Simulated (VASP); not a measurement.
# Cr (Pm-3m) in VASP: a series of runs

Runs on Cr. Level: PBE. Tasks: single point.

Program: VASP 6.6.1. These are calculated values, not measurements. Logs are shortened: lines on timing, memory, paths and dates and some standing lists are left out, and cuts for length are marked.

### 1 The cell of the first run

The structure is cubic, space group Pm-3m (No. 221). Conventional cell: a = 2.173 Å, b = 2.173 Å, c = 2.173 Å, α = 90.00°, β = 90.00°, γ = 90.00°. Within 2.9 Å of Cr (site symmetry m-3m) lie 6 Cr at 2.17 Å.

### 2 Single point, PBE, collinear spin, ferromagnetic start (volume scaled by 0.8)

INCAR reads:

```
SYSTEM = Cr
PREC = Accurate ; ENCUT = 520
EDIFF = 1E-6 ; ISMEAR = -1
SIGMA = 0.05 ; LREAL = .False.
LASPH = .True. ; NELM = 150
ALGO = Normal ; ISIF = 2
LWAVE = .False. ; LCHARG = .True.
ISPIN = 2 ; MAGMOM = 2
LORBIT = 11 ; LMAXMIX = 4
GGA = PE ; LELF = .True.
LVHAR = .True. ; NBANDS = 16
```

KPOINTS reads:

```
Automatic mesh
0
Gamma
  16 16 16
  0 0 0
```

POSCAR reads:

```
Cr
1.0
    2.1728459061      0.0000000000      0.0000000000
    0.0000000000      2.1728459061      0.0000000000
    0.0000000000      0.0000000000      2.1728459061
Cr
1
Direct
    0.0000000000      0.0000000000      0.0000000000
```

Potentials or basis: VASP PAW PBE potentials, release 64 (Cr_pv).

Command:

```console
$ cat potpaw_PBE.64/Cr_pv/POTCAR > POTCAR
$ mpirun -np 1 vasp_std > vasp.out
```

OUTCAR:

```text
SYSTEM = Cr
   PREC = Accurate
   ENCUT = 520
   EDIFF = 1E-6
   ISMEAR = -1
   LREAL = .False.
   LASPH = .True.
   NELM = 150
   ISIF = 2
   ISPIN = 2
   LORBIT = 11
   GGA = PE

 ion  position               nearest neighbor table
   1  0.000  0.000  0.000-

  LATTYP: Found a simple cubic cell.
 ALAT       =     2.1728459061

  Lattice vectors:

 A1 = (   2.1728459061,   0.0000000000,   0.0000000000)
 A2 = (   0.0000000000,   2.1728459061,   0.0000000000)
 A3 = (   0.0000000000,   0.0000000000,   2.1728459061)

Analysis of symmetry for initial positions (statically):
=====================================================================
 Subroutine PRICEL returns:
 Original cell was already a primitive cell.

 Routine SETGRP: Setting up the symmetry group for a
 simple cubic supercell.

 Subroutine GETGRP returns: Found 48 space group operations
 (whereof 48 operations were pure point group operations)
 out of a pool of 48 trial point group operations.

The static configuration has the point symmetry O_h .

Analysis of symmetry for dynamics (positions and initial velocities):
=====================================================================
 Subroutine PRICEL returns:
 Original cell was already a primitive cell.

 Routine SETGRP: Setting up the symmetry group for a
 simple cubic supercell.

 Subroutine GETGRP returns: Found 48 space group operations
 (whereof 48 operations were pure point group operations)
 out of a pool of 48 trial point group operations.

The dynamic configuration has the point symmetry O_h .

Analysis of structural, dynamic, and magnetic symmetry:
=====================================================================
 Subroutine PRICEL returns:
 Original cell was already a primitive cell.

 Routine SETGRP: Setting up the symmetry group for a
 simple cubic supercell.

 Subroutine GETGRP returns: Found 48 space group operations
 (whereof 48 operations were pure point group operations)
 out of a pool of 48 trial point group operations.

The overall configuration has the point symmetry O_h .

 Subroutine INISYM returns: Found 48 space group operations
 (whereof 48 operations are pure point group operations),
 and found     1 'primitive' translations

----------------------------------------------------------------------------------------

                                     Primitive cell

  volume of cell :      10.2586

  direct lattice vectors                    reciprocal lattice vectors
     2.172845906  0.000000000  0.000000000     0.460225917  0.000000000  0.000000000
     0.000000000  2.172845906  0.000000000     0.000000000  0.460225917  0.000000000
     0.000000000  0.000000000  2.172845906     0.000000000  0.000000000  0.460225917

  length of vectors
     2.172845906  2.172845906  2.172845906     0.460225917  0.460225917  0.460225917

  position of ions in fractional coordinates (direct lattice)
     0.000000000  0.000000000  0.000000000

  ion indices of the primitive-cell ions
   primitive index   ion index
                 1           1

----------------------------------------------------------------------------------------

 KPOINTS: Automatic mesh

Automatic generation of k-mesh.
 Grid dimensions read from file:
 generate k-points for:   16   16   16

 Generating k-lattice:

  Cartesian coordinates                     Fractional coordinates (reciprocal lattice)
     0.028764120  0.000000000  0.000000000     0.062500000  0.000000000  0.000000000
     0.000000000  0.028764120  0.000000000     0.000000000  0.062500000  0.000000000
     0.000000000  0.000000000  0.028764120     0.000000000  0.000000000  0.062500000

  Length of vectors
     0.028764120  0.028764120  0.028764120

  Shift w.r.t. Gamma in fractional coordinates (k-lattice)
     0.000000000  0.000000000  0.000000000

 Subroutine IBZKPT returns following result:
 ===========================================

 Found    165 irreducible k-points:

 Following reciprocal coordinates:
            Coordinates               Weight
  0.000000  0.000000  0.000000      1.000000
  0.062500  0.000000  0.000000      6.000000
  0.125000  0.000000  0.000000      6.000000
  0.187500  0.000000  0.000000      6.000000
  0.250000  0.000000  0.000000      6.000000
  0.312500  0.000000  0.000000      6.000000
[... 16 lines left out ...]
  0.437500  0.125000  0.000000     24.000000
  0.500000  0.125000  0.000000     12.000000
 [... further k-points ...]
   k-points           NKPTS =    165   k-points in BZ     NKDIM =    165   number of bands    NBANDS=     16
   number of dos      NEDOS =    301   number of ions     NIONS =      1
   total plane-waves  NPLWV =   4096
   dimension x,y,z NGX =    16 NGY =   16 NGZ =   16
   dimension x,y,z NGXF=    32 NGYF=   32 NGZF=   32
   ions per type =               1
   NGX,Y,Z   is equivalent  to a cutoff of  12.24, 12.24, 12.24 a.u.
   NGXF,Y,Z  is equivalent  to a cutoff of  24.48, 24.48, 24.48 a.u.
 SYSTEM =  Cr
   PREC   = accura    normal or accurate (medium, high low for compatibility)
   ISTART =      0    job   : 0-new  1-cont  2-samecut
   ICHARG =      2    charge: 1-file 2-atom 10-const
   ISPIN  =      2    spin polarized calculation?
   LNONCOLLINEAR =      F non collinear calculations
   LSORBIT =      F    spin-orbit coupling
   LASPH  =      T    aspherical Exc in radial PAW
   ENCUT  =  520.0 eV  38.22 Ry    6.18 a.u.   4.04  4.04  4.04*2*pi/ulx,y,z
   NELM   =    150;   NELMIN=  2; NELMDL= -5     # of ELM steps
   EDIFF  = 0.1E-05   stopping-criterion for ELM
   LREAL  =      F    real-space projection
   EDIFFG = 0.1E-04   stopping-criterion for IOM
   NSW    =      0    number of steps for IOM
   IBRION =     -1    ionic relax: 0-MD 1-quasi-New 2-CG
   NFREE  =      0    steps in history (QN), initial steepest desc. (CG)
   ISIF   =      2    stress and relaxation
   ISYM   =      2    0-nonsym 1-usesym 2-fastsym
   POTIM  = 0.5000    time-step for ionic-motion
   TEBEG  =    0.0;   TEEND  =   0.0 temperature during run
   PSTRESS=    0.0 pullay stress
   NELECT =      12.0000    total number of electrons
   NUPDOWN=      -1.0000    fix difference up-down
   EMIN   =  10.00;   EMAX   =-10.00  energy-range for DOS
   EFERMI =   0.00;   METHOD = LEGACY
   ISMEAR =    -1;   SIGMA  =   0.05  broadening in eV -4-tet -1-fermi 0-gaus
   EFERMI_NEDOS =   21; number of points for ismear=-14 and -15
   IALGO  =     38    algorithm
   IMIX   =      4    mixing-type and parameters
     AMIX     =   0.40;   BMIX     =  1.00
     AMIX_MAG =   1.60;   BMIX_MAG =  1.00
  volume/ion in A,a.u.               =      10.26        69.23
  Fermi-wavevector in a.u.,A,eV,Ry     =   1.724936  3.259656 40.482832  2.975404
  Thomas-Fermi vector in A             =   2.800531
   LORBIT       =     11    0 simple, 1 ext, 2 COOP (PROOUT), +10 PAW based schemes
   GGA     = PE    functional components
   LHFCALC =     F    Hartree Fock is set to
   AEXX    =    0.0000 exact exchange contribution
   IVDW    =     0    specifies the selected vdW correction
   LEPSILON=     F    determine dielectric tensor
   LRPA    =     F    only Hartree local field effects (RPA)
 spin polarized calculation
  energy-cutoff  :      520.00
  volume of cell :       10.26
 maximum number of plane-waves:       292
   NGX =  9   NGY =  9   NGZ =  9

 number of electron      11.9999970 magnetization       0.0313742

 number of electron      11.9999970 magnetization      -0.0019543

 Free energy of the ion-electron system (eV)
  ---------------------------------------------------
  ext. energy  EPLUGINS =         0.00000000
  ---------------------------------------------------
  free energy    TOTEN  =        -8.05769823 eV

  energy without entropy =       -8.04501306  energy(sigma->0) =       -8.05135564

 E-fermi :  12.8152     XC(G=0): -14.2332

 val. band max:       12.8082279584   @ k =   0.5000   0.5000   0.1250
 cond. band min:      12.8167685170   @ k =   0.5000   0.3125   0.1875
 fundamental gap:      0.0085405586
 Fermi energy:        12.8151864585

 spin component 1

 k-point     1 :       0.0000    0.0000    0.0000
  band No.  band energies     occupation
      1     -29.3468      1.00000
      2     -29.3468      1.00000
      3     -29.3468      1.00000
      4       4.7574      1.00000
      5       8.6276      1.00000
      6       8.6276      1.00000
[... 8 lines left out ...]
     15      41.3799      0.00000
     16      46.2167      0.00000

 k-point     2 :       0.0625    0.0000    0.0000
  band No.  band energies     occupation
      1     -29.4258      1.00000
      2     -29.3400      1.00000
      3     -29.3400      1.00000
      4       4.9091      1.00000
      5       8.6635      1.00000
      6       8.7600      1.00000
[... 8 lines left out ...]
     15      42.1563      0.00000
     16      46.8995      0.00000
[... 387 lines left out ...]
      5      10.1045      1.00000
      6      10.9434      1.00000
[... 8 lines left out ...]
     15      44.4706      0.00000
     16      48.2975      0.00000

 k-point    24 :       0.5000    0.1250    0.0000
  band No.  band energies     occupation
      1     -31.2368      1.00000
      2     -29.4457      1.00000
      3     -29.1437      1.00000
      4       9.7306      1.00000
      5      10.4369      1.00000
      6      10.5171      1.00000
[... 8 lines left out ...]
     15      46.2199      0.00000
     16      46.4767      0.00000

 [... further k-points ...]

 spin component 2

 k-point     1 :       0.0000    0.0000    0.0000
  band No.  band energies     occupation
      1     -29.3485      1.00000
      2     -29.3485      1.00000
      3     -29.3485      1.00000
      4       4.7570      1.00000
      5       8.6257      1.00000
      6       8.6257      1.00000
[... 8 lines left out ...]
     15      41.3792      0.00000
     16      46.2191      0.00000

 k-point     2 :       0.0625    0.0000    0.0000
  band No.  band energies     occupation
      1     -29.4275      1.00000
      2     -29.3417      1.00000
      3     -29.3417      1.00000
      4       4.9087      1.00000
      5       8.6616      1.00000
      6       8.7581      1.00000
[... 8 lines left out ...]
     15      42.1557      0.00000
     16      46.9017      0.00000
[... 387 lines left out ...]
      5      10.1029      1.00000
      6      10.9422      1.00000
[... 8 lines left out ...]
     15      44.4698      0.00000
     16      48.2966      0.00000

 k-point    24 :       0.5000    0.1250    0.0000
  band No.  band energies     occupation
      1     -31.2385      1.00000
      2     -29.4474      1.00000
      3     -29.1454      1.00000
      4       9.7287      1.00000
      5      10.4350      1.00000
      6      10.5166      1.00000
[... 8 lines left out ...]
     15      46.2181      0.00000
     16      46.4769      0.00000

 [... further k-points ...]
[... 5 lines left out ...]
  --------------------------------------------------------------------------------------
  -------------------------------------------------------------------------------------
  Total        4.2840799      4.2840799      4.2840799      0.0000000     -0.0000000      0.0000000
  in kB      669.0851002    669.0851002    669.0851002      0.0000000     -0.0000000      0.0000000
  external PRESSURE =     669.0851002 kB  Pullay stress =       0.0000000 kB

 VOLUME and BASIS-vectors are now :
 -----------------------------------------------------------------------------
  energy-cutoff  :      520.00
  volume of cell :       10.26
      direct lattice vectors                 reciprocal lattice vectors
     2.172845906  0.000000000  0.000000000     0.460225917  0.000000000  0.000000000
     0.000000000  2.172845906  0.000000000     0.000000000  0.460225917  0.000000000
     0.000000000  0.000000000  2.172845906     0.000000000  0.000000000  0.460225917

 POSITION                                       TOTAL-FORCE (eV/Angst)
 -----------------------------------------------------------------------------------
      0.00000      0.00000      0.00000         0.000000      0.000000      0.000000
 -----------------------------------------------------------------------------------
    total drift:                                0.000000      0.000000      0.000000

  FREE ENERGIE OF THE ION-ELECTRON SYSTEM (eV)
  ---------------------------------------------------
  free  energy   TOTEN  =        -8.0576982283 eV

  energy  without entropy=       -8.0450130610  energy(sigma->0) =       -8.05135564

 total charge

# of ion       s       p       d       tot
------------------------------------------
    1        0.508   6.412   4.672  11.593

 magnetization (x)

# of ion       s       p       d       tot
------------------------------------------
    1       -0.000  -0.000  -0.001  -0.002
```

Wall time 28 s (1 thread of AMD EPYC 9R45 (Zen 5), shared host); peak memory 0.11 GiB.

What came out:

* Free energy: -8.0577 eV
* Pressure: 66.9 GPa
* Band gap on the k mesh: zero (filled and empty bands overlap)
* Net moment: 0.00 μB per cell
* Valence electrons inside the program's atomic spheres: Cr 11.59

Caveat: the starting moments collapsed, and a magnetic state may lie lower.

### 3 Single point, PBE, collinear spin, ferromagnetic start (volume scaled by 0.9)

INCAR reads:

```
ALGO = Normal
EDIFF = 1E-6
ENCUT = 520
GGA = PE
ISIF = 2
ISMEAR = -1
ISPIN = 2
LASPH = T
LCHARG = F
LMAXMIX = 4
LORBIT = 11
LREAL = F
LWAVE = F
MAGMOM = 2
NBANDS = 16
NELM = 150
PREC = Accurate
SIGMA = 0.05
```

KPOINTS reads:

```
k-points
0
Gamma
  16 16 16
```

POSCAR reads:

```
Cr
1.0
    2.2598508097      0.0000000000      0.0000000000
    0.0000000000      2.2598508097      0.0000000000
    0.0000000000      0.0000000000      2.2598508097
Cr
1
Direct
    0.0000000000      0.0000000000      0.0000000000
```

Potentials or basis: VASP PAW PBE potentials, release 64 (Cr_pv).

Command:

```console
$ cat potpaw_PBE.64/Cr_pv/POTCAR > POTCAR
$ mpirun -np 1 vasp_std > vasp.out
```

Wall time 42 s (1 thread of AMD EPYC 9R45 (Zen 5), shared host); peak memory 0.12 GiB.

The run converged. Its results:

```yaml
Free_energy: -8.4155 eV
Pressure: 25.0 GPa
Band_gap_on_the_k_mesh: zero (filled and empty bands overlap)
Net_moment: 0.00 μB per cell
Valence_electrons_inside_the_program's_atomic_spheres: Cr 11.30
```

Levels at points of the mesh, in eV from the Fermi level:
Spin up:
```csv
k point,band 3,band 4,band 5,band 6,band 7,band 8,band 9,band 10
"(0.00, 0.00, 0.00)",-42.36,-7.69,-3.60,-3.60,2.85,2.85,2.85,7.63
"(0.50, 0.00, 0.00)",-42.23,-3.22,-2.72,-0.63,0.58,0.58,3.06,7.62
"(0.50, 0.50, 0.00)",-42.11,-5.23,-1.80,1.07,1.07,4.31,6.89,6.89
"(0.50, 0.50, 0.50)",-43.34,-3.38,-3.38,-3.38,4.44,4.44,7.63,11.29
```
Spin down:
```tsv
k point	band 2	band 3	band 4	band 5	band 6	band 7	band 8	band 9	band 10	band 11
(0.00, 0.00, 0.00)	-42.36	-42.36	-7.69	-3.60	-3.60	2.86	2.86	2.86	7.63	20.98
(0.50, 0.00, 0.00)	-42.23	-42.23	-3.22	-2.72	-0.63	0.58	0.58	3.06	7.63	8.34
(0.50, 0.50, 0.00)	-43.53	-42.11	-5.22	-1.80	1.07	1.07	4.32	6.89	6.89	7.63
(0.50, 0.50, 0.50)	-43.34	-43.34	-3.37	-3.37	-3.37	4.44	4.44	7.63	11.29	15.70
```

Caveat: the starting moments collapsed, and a magnetic state may lie lower.
